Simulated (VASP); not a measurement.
# HoMoN2 (P4/mmm) in VASP: a series of runs

HoMoN2 is run at these levels: PBE; tasks: single point.

All numbers are computed with VASP 6.6.1; they aren't measurements. Logs are shortened: lines on timing, memory, paths and dates and some standing lists are left out, and cuts for length are marked.

### Step 1. The cell of the first run

The structure is tetragonal, space group P4/mmm (No. 123). The conventional cell has a = 3.989 Å, b = 3.989 Å, c = 3.213 Å, α = 90.00°, β = 90.00°, γ = 90.00°. Ho (site symmetry 4/mmm) has 8 N at 2.56 Å and 2 Ho at 3.21 Å and 8 Mo at 3.25 Å within 3.4 Å. Within 2.6 Å of Mo (site symmetry 4/mmm) lie 4 N at 1.99 Å. N (site symmetry mmm) has 2 Mo at 1.99 Å and 4 Ho at 2.56 Å within 2.6 Å.

### Step 2. Single point, PBE

The input, INCAR:

```
SYSTEM = HoMoN2
PREC     = Accurate       ! precision mode
ENCUT    = 600            ! plane-wave cutoff, eV
EDIFF    = 1E-6           ! SCF threshold, eV
ISMEAR   = 0              ! smearing method
SIGMA    = 0.2            ! smearing width, eV
LREAL    = .False.        ! projectors in reciprocal space
LASPH    = .True.         ! aspherical terms in the spheres
NELM     = 200            ! most SCF steps
ALGO     = Normal         ! electronic algorithm
ISIF     = 2              ! what is computed and relaxed
LWAVE    = .False.        ! write WAVECAR
LCHARG   = .True.         ! write CHGCAR
GGA      = PE             ! functional
LELF     = .True.         ! ELF
LVHAR    = .True.       
NBANDS   = 43             ! bands
GGA_COMPAT= .False.      
LMAXMIX  = 6              ! l up to which the mixer works
```

The input, KPOINTS:

```
regular mesh
0
Gamma
  6 6 4
  0 0 0
```

The input, POSCAR:

```
HoMoN2
1.0
    3.9891296825      0.0000000000      0.0000000000
    0.0000000000      3.9891296825      0.0000000000
    0.0000000000      0.0000000000      6.4262590306
Ho Mo N
2 2 4
Direct
    0.5000000000      0.5000000000      0.0000000000
    0.5000000000      0.5000000000      0.5000000000
    0.0000000000      0.0000000000      0.2500000000
    0.0000000000      0.0000000000      0.7500000000
    0.5000000000      0.0000000000      0.2500000000
    0.5000000000      0.0000000000      0.7500000000
    0.0000000000      0.5000000000      0.2500000000
    0.0000000000      0.5000000000      0.7500000000
```

Potentials or basis: VASP PAW PBE potentials, release 64 (Ho_3, Mo_sv, N), 4f in core.

Command:

```sh
> cat potpaw_PBE.64/Ho_3/POTCAR potpaw_PBE.64/Mo_sv/POTCAR potpaw_PBE.64/N/POTCAR > POTCAR
> mpirun -np 1 vasp_std > vasp.out
```

OUTCAR:

```text
SYSTEM = HoMoN2
   PREC = Accurate
   ENCUT = 600
   EDIFF = 1E-6
   ISMEAR = 0
   LREAL = .False.
   LASPH = .True.
   NELM = 200
   ISIF = 2
   GGA = PE

 ion  position               nearest neighbor table
   1  0.500  0.500  0.000-   5 2.56   6 2.56   7 2.56   8 2.56   5 2.56   6 2.56   7 2.56   8 2.56
                             2 3.21   2 3.21   4 3.25   3 3.25   3 3.25   4 3.25   3 3.25   4 3.25
   2  0.500  0.500  0.500-   5 2.56   6 2.56   7 2.56   8 2.56   5 2.56   6 2.56   7 2.56   8 2.56
                             1 3.21   1 3.21   4 3.25   3 3.25   3 3.25   4 3.25   3 3.25   4 3.25
   3  0.000  0.000  0.250-   5 1.99   7 1.99   7 1.99   5 1.99   4 3.21   4 3.21   1 3.25   2 3.25
                             1 3.25   1 3.25   2 3.25   2 3.25   1 3.25   2 3.25
   4  0.000  0.000  0.750-   6 1.99   8 1.99   8 1.99   6 1.99   3 3.21   3 3.21   1 3.25   2 3.25
                             1 3.25   1 3.25   2 3.25   2 3.25   1 3.25   2 3.25
   5  0.500  0.000  0.250-   3 1.99   3 1.99   1 2.56   1 2.56   2 2.56   2 2.56
   6  0.500  0.000  0.750-   4 1.99   4 1.99   1 2.56   1 2.56   2 2.56   2 2.56
   7  0.000  0.500  0.250-   3 1.99   3 1.99   1 2.56   2 2.56   1 2.56   2 2.56
   8  0.000  0.500  0.750-   4 1.99   4 1.99   1 2.56   2 2.56   1 2.56   2 2.56

  LATTYP: Found a simple tetragonal cell.
 ALAT       =     3.9891296825
 C/A-ratio  =     1.6109426221

  Lattice vectors:

 A1 = (   3.9891296825,   0.0000000000,   0.0000000000)
 A2 = (   0.0000000000,   3.9891296825,   0.0000000000)
 A3 = (   0.0000000000,   0.0000000000,   6.4262590306)

Analysis of symmetry for initial positions (statically):
=====================================================================
 Subroutine PRICEL returns following result:

  LATTYP: Found a simple tetragonal cell.
 ALAT       =     3.9891296825
 C/A-ratio  =     0.8054713110

  Lattice vectors:

 A1 = (   3.9891296825,   0.0000000000,   0.0000000000)
 A2 = (   0.0000000000,   3.9891296825,   0.0000000000)
 A3 = (   0.0000000000,   0.0000000000,   3.2131295153)

   2 primitive cells build up your supercell.

 Routine SETGRP: Setting up the symmetry group for a
 simple tetragonal supercell.

 Subroutine GETGRP returns: Found 16 space group operations
 (whereof 16 operations were pure point group operations)
 out of a pool of 16 trial point group operations.

The static configuration has the point symmetry D_4h.

Analysis of symmetry for dynamics (positions and initial velocities):
=====================================================================
 Subroutine PRICEL returns following result:

  LATTYP: Found a simple tetragonal cell.
 ALAT       =     3.9891296825
 C/A-ratio  =     0.8054713110

  Lattice vectors:

 A1 = (   3.9891296825,   0.0000000000,   0.0000000000)
 A2 = (   0.0000000000,   3.9891296825,   0.0000000000)
 A3 = (   0.0000000000,   0.0000000000,   3.2131295153)

   2 primitive cells build up your supercell.

 Routine SETGRP: Setting up the symmetry group for a
 simple tetragonal supercell.

 Subroutine GETGRP returns: Found 16 space group operations
 (whereof 16 operations were pure point group operations)
 out of a pool of 16 trial point group operations.

The dynamic configuration has the point symmetry D_4h.

 Subroutine INISYM returns: Found 16 space group operations
 (whereof 16 operations are pure point group operations),
 and found     2 'primitive' translations

----------------------------------------------------------------------------------------

                                     Primitive cell

  volume of cell :      51.1310

  direct lattice vectors                    reciprocal lattice vectors
     3.989129683  0.000000000  0.000000000     0.250681246  0.000000000  0.000000000
     0.000000000  3.989129683  0.000000000     0.000000000  0.250681246  0.000000000
     0.000000000  0.000000000  3.213129515     0.000000000  0.000000000  0.311223060

  length of vectors
     3.989129683  3.989129683  3.213129515     0.250681246  0.250681246  0.311223060

  position of ions in fractional coordinates (direct lattice)
     0.500000000  0.500000000  0.000000000
     0.000000000  0.000000000  0.500000000
     0.500000000  0.000000000  0.500000000
     0.000000000  0.500000000  0.500000000

  ion indices of the primitive-cell ions
   primitive index   ion index
                 1           1
                 2           3
                 3           5
                 4           7

----------------------------------------------------------------------------------------

 KPOINTS: regular mesh

Automatic generation of k-mesh.
 Grid dimensions read from file:
 generate k-points for:    6    6    4

 Generating k-lattice:

  Cartesian coordinates                     Fractional coordinates (reciprocal lattice)
     0.041780208  0.000000000  0.000000000     0.166666667  0.000000000  0.000000000
     0.000000000  0.041780208  0.000000000     0.000000000  0.166666667  0.000000000
     0.000000000  0.000000000  0.038902883     0.000000000  0.000000000  0.250000000

  Length of vectors
     0.041780208  0.041780208  0.038902883

  Shift w.r.t. Gamma in fractional coordinates (k-lattice)
     0.000000000  0.000000000  0.000000000

 Subroutine IBZKPT returns following result:
 ===========================================

 Found     30 irreducible k-points:

 Following reciprocal coordinates:
            Coordinates               Weight
  0.000000  0.000000  0.000000      1.000000
  0.166667  0.000000  0.000000      4.000000
  0.333333  0.000000  0.000000      4.000000
  0.500000  0.000000  0.000000      2.000000
  0.166667  0.166667  0.000000      4.000000
  0.333333  0.166667  0.000000      8.000000
[... 16 lines left out ...]
  0.333333  0.000000  0.500000      4.000000
  0.500000  0.000000  0.500000      2.000000
 [... further k-points ...]
   k-points           NKPTS =     30   k-points in BZ     NKDIM =     30   number of bands    NBANDS=     43
   number of dos      NEDOS =    301   number of ions     NIONS =      8
   total plane-waves  NPLWV =  55296
   dimension x,y,z NGX =    32 NGY =   32 NGZ =   54
   dimension x,y,z NGXF=    64 NGYF=   64 NGZF=  108
   ions per type =               2   2   4
   NGX,Y,Z   is equivalent  to a cutoff of  13.34, 13.34, 13.97 a.u.
   NGXF,Y,Z  is equivalent  to a cutoff of  26.67, 26.67, 27.94 a.u.
 SYSTEM =  HoMoN2
   PREC   = accura    normal or accurate (medium, high low for compatibility)
   ISTART =      0    job   : 0-new  1-cont  2-samecut
   ICHARG =      2    charge: 1-file 2-atom 10-const
   ISPIN  =      1    spin polarized calculation?
   LNONCOLLINEAR =      F non collinear calculations
   LSORBIT =      F    spin-orbit coupling
   LASPH  =      T    aspherical Exc in radial PAW
   ENCUT  =  600.0 eV  44.10 Ry    6.64 a.u.   7.97  7.97 12.83*2*pi/ulx,y,z
   NELM   =    200;   NELMIN=  2; NELMDL= -5     # of ELM steps
   EDIFF  = 0.1E-05   stopping-criterion for ELM
   LREAL  =      F    real-space projection
   EDIFFG = 0.1E-04   stopping-criterion for IOM
   NSW    =      0    number of steps for IOM
   IBRION =     -1    ionic relax: 0-MD 1-quasi-New 2-CG
   NFREE  =      0    steps in history (QN), initial steepest desc. (CG)
   ISIF   =      2    stress and relaxation
   ISYM   =      2    0-nonsym 1-usesym 2-fastsym
   POTIM  = 0.5000    time-step for ionic-motion
   TEBEG  =    0.0;   TEEND  =   0.0 temperature during run
   PSTRESS=    0.0 pullay stress
   NELECT =      66.0000    total number of electrons
   NUPDOWN=      -1.0000    fix difference up-down
   EMIN   =  10.00;   EMAX   =-10.00  energy-range for DOS
   EFERMI =   0.00;   METHOD = LEGACY
   ISMEAR =     0;   SIGMA  =   0.20  broadening in eV -4-tet -1-fermi 0-gaus
   EFERMI_NEDOS =   21; number of points for ismear=-14 and -15
   IALGO  =     38    algorithm
   IMIX   =      4    mixing-type and parameters
     AMIX     =   0.40;   BMIX     =  1.00
     AMIX_MAG =   1.60;   BMIX_MAG =  1.00
  volume/ion in A,a.u.               =      12.78        86.26
  Fermi-wavevector in a.u.,A,eV,Ry     =   1.414766  2.673520 27.232918  2.001563
  Thomas-Fermi vector in A             =   2.536274
   LORBIT       =      0    0 simple, 1 ext, 2 COOP (PROOUT), +10 PAW based schemes
   GGA     = PE    functional components
   LHFCALC =     F    Hartree Fock is set to
   AEXX    =    0.0000 exact exchange contribution
   IVDW    =     0    specifies the selected vdW correction
   LEPSILON=     F    determine dielectric tensor
   LRPA    =     F    only Hartree local field effects (RPA)
 non-spin polarized calculation
 Gauss-broadening in eV      SIGMA  =   0.20
  energy-cutoff  :      600.00
  volume of cell :      102.26
 maximum number of plane-waves:      3460
 NGX is ok and might be reduce to    32
   NGX = 15   NGY = 15   NGZ = 25

 number of electron      66.0000016 magnetization

 Free energy of the ion-electron system (eV)
  ---------------------------------------------------
  ext. energy  EPLUGINS =         0.00000000
  ---------------------------------------------------
  free energy    TOTEN  =       -72.73025533 eV

  energy without entropy =      -72.68226515  energy(sigma->0) =      -72.70626024

 E-fermi :   7.8548     XC(G=0): -12.2511

 val. band max:        7.8434961323   @ k =   0.1667   0.1667   0.5000
 cond. band min:       7.8559022759   @ k =   0.5000   0.0000   0.0000
 fundamental gap:      0.0124061436
 Fermi energy:         7.8548037686

 k-point     1 :       0.0000    0.0000    0.0000
  band No.  band energies     occupation
      1     -53.7119      2.00000
      2     -53.6975      2.00000
      3     -27.9908      2.00000
      4     -27.9908      2.00000
      5     -27.9692      2.00000
      6     -27.9692      2.00000
[... 35 lines left out ...]
     42      11.5327      0.00000
     43      12.3249      0.00000

 k-point     2 :       0.1667    0.0000    0.0000
  band No.  band energies     occupation
      1     -53.7117      2.00000
      2     -53.6972      2.00000
      3     -28.0026      2.00000
      4     -27.9894      2.00000
      5     -27.9822      2.00000
      6     -27.9685      2.00000
[... 1004 lines left out ...]
 k-point    24 :       0.5000    0.0000    0.5000
  band No.  band energies     occupation
      1     -53.7036      2.00000
      2     -53.7036      2.00000
      3     -28.0293      2.00000
      4     -28.0293      2.00000
      5     -27.9756      2.00000
      6     -27.9756      2.00000
[... 35 lines left out ...]
     42      12.3620      0.00000
     43      12.8464      0.00000

 [... further k-points ...]
[... 5 lines left out ...]
  --------------------------------------------------------------------------------------
  -------------------------------------------------------------------------------------
  Total        0.4701819      0.4701819     -0.4595968      0.0000000      0.0000000      0.0000000
  in kB        7.3665125      7.3665125     -7.2006715      0.0000000      0.0000000      0.0000000
  external PRESSURE =       2.5107845 kB  Pullay stress =       0.0000000 kB

 VOLUME and BASIS-vectors are now :
 -----------------------------------------------------------------------------
  energy-cutoff  :      600.00
  volume of cell :      102.26
      direct lattice vectors                 reciprocal lattice vectors
     3.989129683  0.000000000  0.000000000     0.250681246  0.000000000  0.000000000
     0.000000000  3.989129683  0.000000000     0.000000000  0.250681246  0.000000000
     0.000000000  0.000000000  6.426259031     0.000000000  0.000000000  0.155611530

 POSITION                                       TOTAL-FORCE (eV/Angst)
 -----------------------------------------------------------------------------------
      1.99456      1.99456      0.00000        -0.000000     -0.000000      0.000000
      1.99456      1.99456      3.21313        -0.000000     -0.000000      0.000000
      0.00000      0.00000      1.60656        -0.000000      0.000000     -0.000000
      0.00000      0.00000      4.81969        -0.000000      0.000000     -0.000000
      1.99456      0.00000      1.60656         0.000000     -0.000000      0.000000
      1.99456      0.00000      4.81969         0.000000     -0.000000      0.000000
      0.00000      1.99456      1.60656        -0.000000      0.000000      0.000000
      0.00000      1.99456      4.81969        -0.000000      0.000000      0.000000
 -----------------------------------------------------------------------------------
    total drift:                                0.000000      0.000000     -0.000000

  FREE ENERGIE OF THE ION-ELECTRON SYSTEM (eV)
  ---------------------------------------------------
  free  energy   TOTEN  =       -72.7302553347 eV

  energy  without entropy=      -72.6822651480  energy(sigma->0) =      -72.70626024
```

It took 2.4 min on 1 thread of AMD EPYC 7R13 (Zen 3), shared host; peak memory 0.28 GiB.

What came out:

* Free energy: -72.7303 eV
* Pressure: 0.3 GPa
* Band gap on the k mesh: zero (bands 33 and 34 overlap by 3.69 eV)

Caveat: spin-orbit coupling is left out, which moves the levels of the heavy elements; the 4f electrons are frozen in the core, so they carry no moment and show no levels; the run has no spin polarisation, though such a crystal can be magnetic.

(Continued in part 2 of 2.)

The gap in the log of VASP goes by the Fermi energy; the results here count the filled bands.